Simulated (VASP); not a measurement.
# Mo3As (P-6m2) in VASP: notebook, part 2 of 2

VASP 6.6.1. Earlier steps stand in the parts before.

**3. Single point, PBE**

This run uses another cell than the first one, of 18.59 Å³/atom, 1.052 times its volume.

INCAR reads:

```
  PREC = Accurate
  ENCUT = 520
  EDIFF = 1E-6
  ISMEAR = 0
  SIGMA = 0.1
  LREAL = F
  LASPH = T
  NELM = 80
  ALGO = Normal
  ISIF = 2
  LWAVE = F
  LCHARG = T
  GGA = PE
  LELF = T
  LVHAR = T
  NBANDS = 32
```

KPOINTS reads:

```
Automatic mesh
0
Gamma
  6 6 4
```

POSCAR reads:

```
Mo3As
1.0
    3.9611996700      0.0000000000      0.0000000000
   -1.9805998300      3.4304995400      0.0000000000
    0.0000000000      0.0000000000      5.4733179100
Mo As
3 1
Direct
    0.6666666700      0.3333333300      0.8063153200
    0.6666666700      0.3333333300      0.1936846800
    0.3333333300      0.6666666700      0.0000000000
    0.6666666700      0.3333333300      0.5000000000
```

Potentials or basis: VASP PAW PBE potentials, release 64 (Mo_sv, As).

Command:

```sh
cat potpaw_PBE.64/Mo_sv/POTCAR potpaw_PBE.64/As/POTCAR > POTCAR
mpirun -np 1 vasp_std > vasp.out
```

OUTCAR:

```text
PREC = Accurate
   ENCUT = 520
   EDIFF = 1E-6
   ISMEAR = 0
   LREAL = F
   LASPH = T
   NELM = 80
   ISIF = 2
   GGA = PE

 ion  position               nearest neighbor table
   1  0.667  0.333  0.806-   4 1.68   2 2.12   3 2.52   3 2.52   3 2.52   2 3.35
   2  0.667  0.333  0.194-   4 1.68   1 2.12   3 2.52   3 2.52   3 2.52   1 3.35
   3  0.333  0.667  0.000-   1 2.52   2 2.52   1 2.52   2 2.52   1 2.52   2 2.52
   4  0.667  0.333  0.500-   1 1.68   2 1.68

  LATTYP: Found a hexagonal cell.
 ALAT       =     3.9611996700
 C/A-ratio  =     1.3817323957

  Lattice vectors:

 A1 = (   3.9611996700,   0.0000000000,   0.0000000000)
 A2 = (  -1.9805998300,   3.4304995400,   0.0000000000)
 A3 = (   0.0000000000,   0.0000000000,   5.4733179100)

Analysis of symmetry for initial positions (statically):
=====================================================================
 Subroutine PRICEL returns:
 Original cell was already a primitive cell.

 Routine SETGRP: Setting up the symmetry group for a
 hexagonal supercell.

 Subroutine GETGRP returns: Found 12 space group operations
 (whereof 12 operations were pure point group operations)
 out of a pool of 24 trial point group operations.

The static configuration has the point symmetry D_3h.

Analysis of symmetry for dynamics (positions and initial velocities):
=====================================================================
 Subroutine PRICEL returns:
 Original cell was already a primitive cell.

 Routine SETGRP: Setting up the symmetry group for a
 hexagonal supercell.

 Subroutine GETGRP returns: Found 12 space group operations
 (whereof 12 operations were pure point group operations)
 out of a pool of 24 trial point group operations.

The dynamic configuration has the point symmetry D_3h.

 Subroutine INISYM returns: Found 12 space group operations
 (whereof 12 operations are pure point group operations),
[... 112 lines left out ...]
   EFERMI_NEDOS =   21; number of points for ismear=-14 and -15
   IALGO  =     38    algorithm
   IMIX   =      4    mixing-type and parameters
     AMIX     =   0.40;   BMIX     =  1.00
     AMIX_MAG =   1.60;   BMIX_MAG =  1.00
  volume/ion in A,a.u.               =      18.59       125.48
  Fermi-wavevector in a.u.,A,eV,Ry     =   1.404848  2.654777 26.852412  1.973597
  Thomas-Fermi vector in A             =   2.527368
   LORBIT       =      0    0 simple, 1 ext, 2 COOP (PROOUT), +10 PAW based schemes
   GGA     = PE    functional components
   LHFCALC =     F    Hartree Fock is set to
   AEXX    =    0.0000 exact exchange contribution
   IVDW    =     0    specifies the selected vdW correction
   LEPSILON=     F    determine dielectric tensor
   LRPA    =     F    only Hartree local field effects (RPA)
 non-spin polarized calculation
 Gauss-broadening in eV      SIGMA  =   0.10
  energy-cutoff  :      520.00
  volume of cell :       74.38
 maximum number of plane-waves:      2031
 NGX is ok and might be reduce to    30
   NGX = 15   NGY = 15   NGZ = 21

 number of electron      46.9999997 magnetization

 Free energy of the ion-electron system (eV)
  ---------------------------------------------------
  ext. energy  EPLUGINS =         0.00000000
  ---------------------------------------------------
  free energy    TOTEN  =        -9.70504135 eV

  energy without entropy =       -9.68293695  energy(sigma->0) =       -9.69398915

 E-fermi :   8.4599     XC(G=0): -11.3039

 val. band max:        8.4529147820   @ k =   0.3333   0.1667   0.0000
 cond. band min:       8.5186993643   @ k =   0.3333   0.3333   0.0000
 fundamental gap:      0.0657845822
 Fermi energy:         8.4599062800

 k-point     1 :       0.0000    0.0000    0.0000
  band No.  band energies     occupation
      1     -52.6069      2.00000
      2     -52.0531      2.00000
      3     -51.7598      2.00000
      4     -29.4026      2.00000
      5     -26.8913      2.00000
      6     -26.8913      2.00000
[... 724 lines left out ...]
     31      13.1590      0.00000
     32      13.2362      0.00000

------------------------ aborting loop because EDIFF is reached ----------------------------------------

  FORCE on cell =-STRESS in cart. coord.  units (eV):
  Direction    XX          YY          ZZ          XY          YZ          ZX
  --------------------------------------------------------------------------------------
  -------------------------------------------------------------------------------------
  Total        5.8461006      5.8461006    170.3268921      0.0000000      0.0000000     -0.0000000
  in kB      125.9337383    125.9337381   3669.0956241      0.0000002      0.0000000     -0.0000000
  external PRESSURE =    1306.9877002 kB  Pullay stress =       0.0000000 kB

 VOLUME and BASIS-vectors are now :
 -----------------------------------------------------------------------------
  energy-cutoff  :      520.00
  volume of cell :       74.38
      direct lattice vectors                 reciprocal lattice vectors
     3.961199670  0.000000000  0.000000000     0.252448774  0.145751367  0.000000000
    -1.980599830  3.430499540  0.000000000     0.000000000  0.291502735  0.000000000
     0.000000000  0.000000000  5.473317910     0.000000000  0.000000000  0.182704534

 POSITION                                       TOTAL-FORCE (eV/Angst)
 -----------------------------------------------------------------------------------
      1.98060      1.14350      4.41322         0.000000      0.000000     37.615188
      1.98060      1.14350      1.06010        -0.000000      0.000000    -37.615188
     -0.00000      2.28700      0.00000        -0.000000     -0.000000      0.000000
      1.98060      1.14350      2.73666        -0.000000     -0.000000      0.000000
 -----------------------------------------------------------------------------------
    total drift:                               -0.000064      0.000037     -0.000000

  FREE ENERGIE OF THE ION-ELECTRON SYSTEM (eV)
  ---------------------------------------------------
  free  energy   TOTEN  =        -9.7050413516 eV

  energy  without entropy=       -9.6829369464  energy(sigma->0) =       -9.69398915
```

Wall time 22 s (1 thread of Intel Xeon 6975P-C (Granite Rapids), shared host); peak memory 0.2 GiB.

What came out:

```
Free energy   : -9.7050 eV
Pressure      : 130.7 GPa
Largest force : 37.615 eV/Å
```

Forces on the atoms (eV/Å):
```
Mo    0.000   0.000  37.615
Mo    0.000   0.000 -37.615
Mo    0.000   0.000   0.000
As    0.000   0.000   0.000
```

Stress tensor (GPa, compression positive):
```
 12.59   0.00   0.00
  0.00  12.59   0.00
  0.00   0.00 366.91
```

Caveat: forces of over 1 eV/Å act on the atoms, so gaps and moduli don't describe the material at rest.

**4. Single point, PBE, collinear spin, ferromagnetic start**

INCAR reads:

```
SYSTEM = Mo3As
PREC     = Accurate       ! precision mode
ENCUT    = 520            ! plane-wave cutoff, eV
EDIFF    = 1E-7           ! SCF threshold, eV
ISMEAR   = 0              ! smearing method
SIGMA    = 0.1            ! smearing width, eV
LREAL    = .False.        ! projectors in reciprocal space
LASPH    = .True.         ! aspherical terms in the spheres
NELM     = 150            ! most SCF steps
ALGO     = Normal         ! electronic algorithm
ISIF     = 2              ! what is computed and relaxed
LWAVE    = .False.        ! write WAVECAR
LCHARG   = .False.        ! write CHGCAR
ISPIN    = 2              ! spin polarisation
MAGMOM   = 1 1 1 0        ! initial moments
LORBIT   = 11             ! projections on sites
LMAXMIX  = 4              ! l up to which the mixer works
GGA      = PE             ! functional
NBANDS   = 36             ! bands
```

KPOINTS reads:

```
regular mesh
0
Gamma
  6 6 2
  0 0 0
```

POSCAR reads:

```
Mo3As
1.0
    3.0425117214      0.0000000000      0.0000000000
   -1.5212558607      2.6348924421      0.0000000000
    0.0000000000      0.0000000000      8.8209791501
Mo As
3 1
Direct
    0.6666666667      0.3333333333      0.7764148264
    0.6666666667      0.3333333333      0.2235851736
    0.3333333333      0.6666666667      0.0000000000
    0.6666666667      0.3333333333      0.5000000000
```

Command:

```sh
cat potpaw_PBE.64/Mo_sv/POTCAR potpaw_PBE.64/As/POTCAR > POTCAR
mpirun -np 1 vasp_std > vasp.out
```

It took 39 s on 1 thread of Intel Xeon 6975P-C (Granite Rapids), shared host; peak memory 0.24 GiB.

Results (log left out):

| Quantity | Value |
| --- | --- |
| Free energy | -35.1499 eV |
| Pressure | 0.1 GPa |
| Largest force | 0.066 eV/Å |
| Net moment | 0.00 μB per cell |
| Valence electrons inside the program's atomic spheres | Mo 12.46, 12.62; As 2.74 |

Forces in eV/Å, atoms in the order of the input:
```
Mo   0.000  0.000 -0.066
Mo   0.000  0.000  0.066
Mo   0.000  0.000  0.000
As   0.000  0.000  0.000
```

Stress tensor (GPa, compression positive):
```
-0.48  0.00  0.00
 0.00 -0.48  0.00
 0.00  0.00  1.20
```

Levels at points of the mesh, in eV from the Fermi level:
Spin up:
```tsv
k point	band 20	band 21	band 22	band 23	band 24	band 25	band 26	band 27
(0.00, 0.00, 0.00)	-1.65	-1.65	-0.49	-0.49	0.53	0.53	0.78	2.03
(0.50, 0.00, 0.00)	-1.74	-1.72	-0.58	-0.32	0.81	1.74	2.36	2.36
(0.00, 0.00, 0.50)	-1.62	-1.62	-0.47	-0.47	0.38	0.38	0.68	0.96
(0.50, 0.00, 0.50)	-1.85	-1.19	0.04	0.13	0.26	1.37	1.63	2.49
```
Spin down:
| k point | band 19 | band 20 | band 21 | band 22 | band 23 | band 24 | band 25 | band 26 | band 27 | band 28 |
| --- | --- | --- | --- | --- | --- | --- | --- | --- | --- | --- |
| (0.00, 0.00, 0.00) | -1.69 | -1.65 | -1.65 | -0.49 | -0.49 | 0.53 | 0.53 | 0.78 | 2.03 | 2.03 |
| (0.50, 0.00, 0.00) | -2.51 | -1.74 | -1.72 | -0.58 | -0.32 | 0.81 | 1.74 | 2.36 | 2.36 | 2.60 |
| (0.00, 0.00, 0.50) | -1.70 | -1.62 | -1.62 | -0.47 | -0.47 | 0.38 | 0.38 | 0.68 | 0.96 | 2.46 |
| (0.50, 0.00, 0.50) | -2.39 | -1.85 | -1.19 | 0.04 | 0.13 | 0.26 | 1.37 | 1.63 | 2.49 | 2.55 |

Caveat: the k points lie up to 0.40 Å⁻¹ apart.

**5. Single point, PBE**

This run uses another cell than the first one, of 17.56 Å³/atom, 0.994 times its volume.

INCAR reads:

```
  PREC = Accurate
  ENCUT = 520
  EDIFF = 1E-7
  ISMEAR = 0
  SIGMA = 0.1
  LREAL = F
  LASPH = T
  NELM = 80
  ALGO = Fast
  ISIF = 2
  LWAVE = F
  LCHARG = F
  GGA = PE
  NBANDS = 32
```

KPOINTS reads:

```
regular mesh
0
Gamma
  18 18 6
```

POSCAR reads:

```
Mo3As
1.0
    3.0203540070      0.0000000000      0.0000000000
   -1.5101770035      2.6157032985      0.0000000000
    0.0000000000      0.0000000000      8.8929707027
Mo As
3 1
Direct
    0.6666666667      0.3333333333      0.7746864718
    0.6666666667      0.3333333333      0.2253135282
    0.3333333333      0.6666666667      0.0000000000
    0.6666666667      0.3333333333      0.5000000000
```

Command:

```sh
cat potpaw_PBE.64/Mo_sv/POTCAR potpaw_PBE.64/As/POTCAR > POTCAR
mpirun -np 1 vasp_std > vasp.out
```

It took 2.6 min on 1 thread of Intel Xeon 6975P-C (Granite Rapids), shared host; peak memory 0.39 GiB.

Results (log left out):

```
Free energy   : -35.1420 eV
Pressure      : 0.3 GPa
Largest force : 0.008 eV/Å
```

Forces on the atoms (eV/Å):
```
Mo   0.000  0.000 -0.008
Mo   0.000  0.000  0.008
Mo   0.000  0.000  0.000
As   0.000  0.000  0.000
```

Stress tensor (GPa, compression positive):
```
0.24 0.00 0.00
0.00 0.24 0.00
0.00 0.00 0.53
```

Levels at points of the mesh, in eV from the Fermi level:
| k point | band 22 | band 23 | band 24 | band 25 | band 26 | band 27 |
| --- | --- | --- | --- | --- | --- | --- |
| (0.00, 0.00, 0.00) | -0.39 | -0.39 | 0.65 | 0.65 | 0.66 | 1.95 |
| (0.50, 0.00, 0.00) | -0.59 | -0.19 | 0.78 | 1.84 | 2.38 | 2.56 |
| (0.00, 0.00, 0.50) | -0.38 | -0.38 | 0.50 | 0.50 | 0.58 | 0.83 |
| (0.50, 0.00, 0.50) | -0.02 | 0.23 | 0.39 | 1.49 | 1.64 | 2.63 |

**6. Overview**

```tsv
spin	cell	k mesh	gap on the mesh (eV)	pressure (GPa)	largest force (eV/Å)
off	a = 3.043, b = 3.043, c = 8.821 Å, angles 90.0, 90.0, 120.0°, 4 atoms	6 × 6 × 4	none	0.4	0.01
off	a = 3.961, b = 3.961, c = 5.473 Å, angles 90.0, 90.0, 120.0°, 4 atoms	6 × 6 × 4	none	130.7	37.62
collinear, ferromagnetic start	a = 3.043, b = 3.043, c = 8.821 Å, angles 90.0, 90.0, 120.0°, 4 atoms	6 × 6 × 2	none	0.1	0.07
off	a = 3.020, b = 3.020, c = 8.893 Å, angles 90.0, 90.0, 120.0°, 4 atoms	18 × 18 × 6	none	0.3	0.01
```

Alike in all rows: task single point; level PBE; potentials or basis VASP PAW PBE potentials, release 64 (Mo_sv, As); cutoff (eV) 520; smearing gaussian 0.1 eV.

Caveats: some runs use coarse meshes; forces of over 1 eV/Å act on the atoms, so gaps and moduli don't describe the material at rest (some runs).

Absolute energies hang on the potentials; compare differences alone.
